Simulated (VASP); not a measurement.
Set up this calculation in VASP 6.6.1, as the native input.

| Property | Result |
| --- | --- |
| Task | single point |
| Functional | r2SCAN |
| Potentials or basis | VASP PAW PBE potentials, release 64 (Cu, I) |
| Cutoff | 520 eV |
| k mesh | 6 × 6 × 6 |
| Occupations | gaussian, width 0.01 eV |
| Spin | no spin polarisation |
| Dipole correction | no |
| Further INCAR settings | ALGO = Normal; EDIFF = 1e-06; NBANDS = 16 |

CuI:

```xyz
2
Lattice="2.9816 2.9816 0.0000 -2.9816 2.9816 0.0000 0.0000 2.9816 3.0522" Properties=species:S:1:pos:R:3 pbc="T T T"
Cu    1.4908    4.4724    1.5261
I     0.0000    0.0000    0.0000
```

This cell differs from its parent crystal: film at in-plane strain -0.01.

The input as run:

POSCAR

```
CuI
1.0
    2.9815801951      2.9815801951      0.0000000000
   -2.9815801951      2.9815801951      0.0000000000
    0.0000000000      2.9815801951      3.0521862029
Cu I
1 1
Direct
    0.7500000000      0.2500000000      0.5000000000
    0.0000000000      0.0000000000      0.0000000000
```

INCAR.step1

```
SYSTEM = CuI
PREC = Accurate
ENCUT = 520
ISMEAR = 0
SIGMA = 0.01
LREAL = .False.
LASPH = .True.
NELM = 100
NBANDS = 16
GGA = PE
ALGO = Normal
EDIFF = 1E-4
LWAVE = .True.
LCHARG = .False.
```

INCAR.step2

```
SYSTEM = CuI
PREC = Accurate
ENCUT = 520
EDIFF = 1E-6
ISMEAR = 0
SIGMA = 0.01
LREAL = .False.
LASPH = .True.
NELM = 100
ALGO = Normal
ISIF = 2
LWAVE = .False.
LCHARG = .False.
METAGGA = R2SCAN
LMIXTAU = .True.
NBANDS = 16
ISTART = 1
```

KPOINTS

```
Automatic mesh
0
Gamma
  6 6 6
  0 0 0
```

Potentials or basis: VASP PAW PBE potentials, release 64 (Cu, I).

Run with:

```sh
$ cat potpaw_PBE.64/Cu/POTCAR potpaw_PBE.64/I/POTCAR > POTCAR
$ cp INCAR.step1 INCAR
$ mpirun -np 1 vasp_std > vasp.out
$ cp INCAR.step2 INCAR
$ mpirun -np 1 vasp_std > vasp.out
```

It gave:

```json
{
  "Pressure": "0.3 GPa",
  "Band gap on the k mesh": "1.68 eV"
}
```

Caveat: the cell differs from its parent crystal (film at in-plane strain -0.01); the PAW data sets were made with another functional, which shifts forces and pressure a little; spin-orbit coupling is left out, which moves the levels of the heavy elements.

Run time: 73 s on 1 thread of AMD EPYC 9R45 96-Core Processor (Zen 5), with other jobs on the host, peak memory 0.17 GiB.
